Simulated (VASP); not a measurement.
# SnO2 (P2_12_12) in VASP: a series of runs, part 2 of 2

VASP 6.6.1. The steps go on from the part before.

**4. Single point, LDA (atoms displaced along a vibrational mode, the cell strained)**

INCAR

```
PREC = Accurate
ENCUT = 520
EDIFF = 1E-6
ISMEAR = 0
SIGMA = 0.05
LREAL = False
LASPH = True
NELM = 60
ALGO = Normal
ISIF = 2
LWAVE = False
LCHARG = True
LELF = True
LVHAR = True
NBANDS = 35
```

KPOINTS

```
Automatic mesh
0
Gamma
  6 6 8
```

POSCAR

```
SnO2
1.0
    4.7201335122      0.0000000000      0.0000000000
    0.0000000000      4.7206343096      0.0000000000
    0.0000000000      0.0000000000      3.4120402756
Sn O
2 4
Direct
    0.5000000000      0.5000000000      0.5036858593
    0.0000000000      0.0000000000     -0.0036858593
    0.3059920350      0.3061675039     -0.0235196520
    0.8059920350      0.1938324961      0.5235196520
    0.1940079650      0.8061675039      0.5235196520
    0.6940079650      0.6938324961     -0.0235196520
```

Potentials or basis: VASP PAW LDA potentials, release 64 (Sn_d, O).

The run is started by

```sh
$ cat potpaw_LDA.64/Sn_d/POTCAR potpaw_LDA.64/O/POTCAR > POTCAR
$ mpirun -np 1 vasp_std > vasp.out
```

OUTCAR:

```text
PREC = Accurate
   ENCUT = 520
   EDIFF = 1E-6
   ISMEAR = 0
   LREAL = False
   LASPH = True
   NELM = 60
   ISIF = 2

 ion  position               nearest neighbor table
   1  0.500  0.500  0.504-   4 2.04   5 2.04   3 2.07   6 2.07   3 2.22   6 2.22   2 3.74   2 3.74
                             2 3.74   2 3.74
   2  0.000  0.000  0.996-   3 2.04   6 2.04   5 2.07   4 2.07   4 2.22   5 2.22   1 3.74   1 3.74
                             1 3.74   1 3.74
   3  0.306  0.306  0.976-   2 2.04   1 2.07   1 2.22
   4  0.806  0.194  0.524-   1 2.04   2 2.07   2 2.22
   5  0.194  0.806  0.524-   1 2.04   2 2.07   2 2.22
   6  0.694  0.694  0.976-   2 2.04   1 2.07   1 2.22

  LATTYP: Found a simple orthorhombic cell.
 ALAT       =     3.4120402756
 B/A-ratio  =     1.3833756729
 C/A-ratio  =     1.3835224465

  Lattice vectors:

 A1 = (   0.0000000000,   0.0000000000,   3.4120402756)
 A2 = (   4.7201335122,   0.0000000000,   0.0000000000)
 A3 = (   0.0000000000,   4.7206343096,   0.0000000000)

Analysis of symmetry for initial positions (statically):
[... 186 lines left out ...]
 val. band max:        5.1835542553   @ k =   0.0000   0.0000   0.0000
 cond. band min:       5.4095646385   @ k =   0.0000   0.0000   0.0000
 fundamental gap:      0.2260103832
 Fermi energy:         5.2965593418

 k-point     1 :       0.0000    0.0000    0.0000
  band No.  band energies     occupation
      1     -15.7289      2.00000
      2     -15.0152      2.00000
      3     -14.9535      2.00000
      4     -14.9535      2.00000
      5     -14.9406      2.00000
      6     -14.9303      2.00000
[... 901 lines left out ...]
     34      16.5640      0.00000
     35      17.3087      0.00000

 [... further k-points ...]

------------------------ aborting loop because EDIFF is reached ----------------------------------------

  FORCE on cell =-STRESS in cart. coord.  units (eV):
  Direction    XX          YY          ZZ          XY          YZ          ZX
  --------------------------------------------------------------------------------------
  -------------------------------------------------------------------------------------
  Total       -3.2234891     -3.2254076    -10.1692216      0.0000000      0.0000000      0.0000000
  in kB      -67.9309986    -67.9714283   -214.3036177      0.0000000      0.0000000      0.0000000
  external PRESSURE =    -116.7353482 kB  Pullay stress =       0.0000000 kB

 VOLUME and BASIS-vectors are now :
 -----------------------------------------------------------------------------
  energy-cutoff  :      520.00
  volume of cell :       76.03
      direct lattice vectors                 reciprocal lattice vectors
     4.720133512  0.000000000  0.000000000     0.211858414  0.000000000  0.000000000
     0.000000000  4.720634310  0.000000000     0.000000000  0.211835939  0.000000000
     0.000000000  0.000000000  3.412040276     0.000000000  0.000000000  0.293079776

 POSITION                                       TOTAL-FORCE (eV/Angst)
 -----------------------------------------------------------------------------------
      2.36007      2.36032      1.71860        -0.000000     -0.000000     -0.927099
      0.00000      0.00000      3.39946        -0.000000     -0.000000      0.927099
      1.44432      1.44530      3.33179         0.085885      0.085104      1.132279
      3.80439      0.91501      1.78627         0.085885     -0.085104     -1.132279
      0.91574      3.80562      1.78627        -0.085885      0.085104     -1.132279
      3.27581      3.27533      3.33179        -0.085885     -0.085104      1.132279
 -----------------------------------------------------------------------------------
    total drift:                               -0.000000     -0.000000      0.000000

  FREE ENERGIE OF THE ION-ELECTRON SYSTEM (eV)
  ---------------------------------------------------
  free  energy   TOTEN  =       -41.7306197822 eV

  energy  without entropy=      -41.7306185974  energy(sigma->0) =      -41.73061919
```

OSZICAR:

```text
N       E                     dE             d eps       ncg     rms          rms(c)
DAV:   1     0.629070177968E+03    0.62907E+03   -0.25539E+04  6055   0.228E+03
DAV:   2     0.544796935731E+02   -0.57459E+03   -0.54202E+03  6032   0.599E+02
DAV:   3    -0.425257386194E+02   -0.97005E+02   -0.94807E+02  6087   0.207E+02
DAV:   4    -0.477307277582E+02   -0.52050E+01   -0.51652E+01  7089   0.516E+01
DAV:   5    -0.478692275112E+02   -0.13850E+00   -0.13828E+00  7014   0.895E+00    0.153E+01
DAV:   6    -0.418271583279E+02    0.60421E+01   -0.17150E+01  8863   0.666E+01    0.609E+00
DAV:   7    -0.418327883777E+02   -0.56300E-02   -0.20470E+00  6274   0.814E+00    0.313E+00
DAV:   8    -0.417469068145E+02    0.85882E-01   -0.28411E-01  8190   0.406E+00    0.742E-01
DAV:   9    -0.417303630693E+02    0.16544E-01   -0.37018E-02  8865   0.280E+00    0.124E-01
DAV:  10    -0.417306323781E+02   -0.26931E-03   -0.45628E-03  7726   0.625E-01    0.621E-02
DAV:  11    -0.417306220007E+02    0.10377E-04   -0.27547E-04  9149   0.203E-01    0.320E-02
DAV:  12    -0.417306227225E+02   -0.72179E-06   -0.24142E-05  6271   0.328E-02    0.197E-02
DAV:  13    -0.417306197011E+02    0.30215E-05   -0.10450E-05  7253   0.279E-02    0.326E-03
DAV:  14    -0.417306197822E+02   -0.81115E-07   -0.81591E-07  3630   0.567E-03
   1 F= -.41730620E+02 E0= -.41730619E+02  d E =-.118475E-05
```

stdout:

```text
POSCAR found type information on POSCAR SnO
 POSCAR found :  2 types and       6 ions
 scaLAPACK will be used
 LDA part: xc-table for (Slater(with rela. corr.)+CA(PZ))
 , standard interpolation
 POSCAR, INCAR and KPOINTS ok, starting setup
 FFT: planning ... GRIDC
 FFT: planning ... GRID_SOFT
 FFT: planning ... GRID
 WAVECAR not read
 entering main loop
```

Run time: 4.5 min. Hardware: 1 thread of Intel Xeon 8259CL, shared host; peak memory 0.28 GiB.

What came out:

- Free energy: -41.7306 eV
- Pressure: -11.7 GPa
- Largest force: 1.139 eV/Å
- Band gap on the k mesh: 0.23 eV

Forces in eV/Å, atoms in the order of the input:
```
Sn   0.000  0.000 -0.927
Sn   0.000  0.000  0.927
O    0.086  0.085  1.132
O    0.086 -0.085 -1.132
O   -0.086  0.085 -1.132
O   -0.086 -0.085  1.132
```

Stress tensor (GPa, compression positive):
```
 -6.79   0.00   0.00
  0.00  -6.80   0.00
  0.00   0.00 -21.43
```

Caveat: the cell differs from its parent crystal (atoms displaced along a vibrational mode, the cell strained); the stress differs along the axes, from -21 to -7 GPa; semilocal functionals underestimate gaps, and a narrow one can read as zero; spin-orbit coupling is left out, which moves the levels of the heavy elements; forces of over 1 eV/Å act on the atoms, so gaps and moduli don't describe the material at rest.

**5. Single point, LDA (atoms displaced along a vibrational mode, the cell strained)**

INCAR

```
  ALGO = Normal
  EDIFF = 1E-6
  ENCUT = 520
  GGA = CA
  ISIF = 2
  ISMEAR = 0
  LASPH = True
  LCHARG = False
  LREAL = False
  LWAVE = False
  NBANDS = 35
  NELM = 80
  PREC = Accurate
  SIGMA = 0.05
```

KPOINTS

```
k-points
0
Gamma
  6 6 8
```

POSCAR

```
SnO2
1.0
    4.7201335122      0.0000000000      0.0000000000
    0.0000000000      4.7206343096      0.0000000000
    0.0000000000      0.0000000000      3.0399046680
Sn O
2 4
Direct
    0.5000000000      0.5000000000      0.5007371719
    0.0000000000      0.0000000000     -0.0007371719
    0.3059920350      0.3061675039     -0.0047039304
    0.8059920350      0.1938324961      0.5047039304
    0.1940079650      0.8061675039      0.5047039304
    0.6940079650      0.6938324961     -0.0047039304
```

The run is started by

```sh
$ cat potpaw_LDA.64/Sn_d/POTCAR potpaw_LDA.64/O/POTCAR > POTCAR
$ mpirun -np 1 vasp_std > vasp.out
```

Wall time 5.1 min (1 thread of Intel Xeon 8259CL, shared host); peak memory 0.23 GiB.

The run converged. Its results:

- Free energy: -41.9743 eV
- Pressure: 16.1 GPa
- Largest force: 0.645 eV/Å
- Band gap on the k mesh: 1.94 eV

Forces in eV/Å, atoms in the order of the input:
```
Sn   0.000  0.000 -0.456
Sn   0.000  0.000  0.456
O   -0.393 -0.392  0.328
O   -0.393  0.392 -0.328
O    0.393 -0.392 -0.328
O    0.393  0.392  0.328
```

Stress tensor (GPa, compression positive):
```
10.21  0.00  0.00
 0.00 10.21  0.00
 0.00  0.00 27.74
```

Levels at points of the mesh, in eV from the valence-band top:
```tsv
k point	band 23	band 24	band 25	band 26	band 27	band 28	band 29	band 30
(0.00, 0.00, 0.00)	-1.10	-0.92	-0.92	0.00	1.94	6.71	6.72	6.91
(0.50, 0.00, 0.00)	-1.08	-1.08	-0.74	-0.74	4.96	4.96	7.50	7.50
(0.00, 0.50, 0.00)	-1.08	-1.08	-0.74	-0.74	4.96	4.96	7.50	7.50
(0.50, 0.50, 0.00)	-1.17	-1.17	-1.07	-1.07	5.48	5.48	7.93	7.93
(0.00, 0.00, 0.50)	-1.89	-1.79	-1.37	-1.37	6.68	6.80	9.67	9.83
(0.50, 0.00, 0.50)	-1.27	-1.27	-0.76	-0.76	6.98	6.98	8.05	8.05
(0.00, 0.50, 0.50)	-1.27	-1.27	-0.76	-0.76	6.98	6.98	8.05	8.05
(0.50, 0.50, 0.50)	-1.09	-1.09	-0.99	-0.99	5.19	5.19	8.86	8.86
```

Caveat: the cell differs from its parent crystal (atoms displaced along a vibrational mode, the cell strained); the stress differs along the axes, from 10 to 28 GPa; spin-orbit coupling is left out, which moves the levels of the heavy elements.

**6. The runs side by side**

| cell | gap on the mesh (eV) | pressure (GPa) | largest force (eV/Å) |
| --- | --- | --- | --- |
| a = 4.720, b = 4.721, c = 3.338 Å, 6 atoms, atomic positions A | 0.52 | -7.7 | 1.22 |
| a = 4.720, b = 4.721, c = 3.412 Å, 6 atoms, atomic positions B | 0.26 | -12.8 | 0.34 |
| a = 4.720, b = 4.721, c = 3.412 Å, 6 atoms, atomic positions A | 0.23 | -11.7 | 1.14 |
| a = 4.720, b = 4.721, c = 3.040 Å, 6 atoms, atomic positions B | 1.94 | 16.1 | 0.64 |

Alike in all rows: task single point; level LDA; potentials or basis VASP PAW LDA potentials, release 64 (Sn_d, O); no spin polarisation; k mesh 6 × 6 × 8; cutoff (eV) 520; smearing gaussian 0.05 eV.

Caveats: spin-orbit coupling is left out, which moves the levels of the heavy elements; semilocal functionals underestimate gaps, and a narrow one can read as zero (at least some runs); forces of over 1 eV/Å act on the atoms, so gaps and moduli don't describe the material at rest (at least some runs); the stress differs along the axes, from -15 to -4 GPa (at least some runs); the stress differs along the axes, from -23 to -8 GPa (at least some runs); the stress differs along the axes, from -21 to -7 GPa (at least some runs); the stress differs along the axes, from 10 to 28 GPa (at least some runs).

Absolute energies hang on the potentials; compare differences alone.
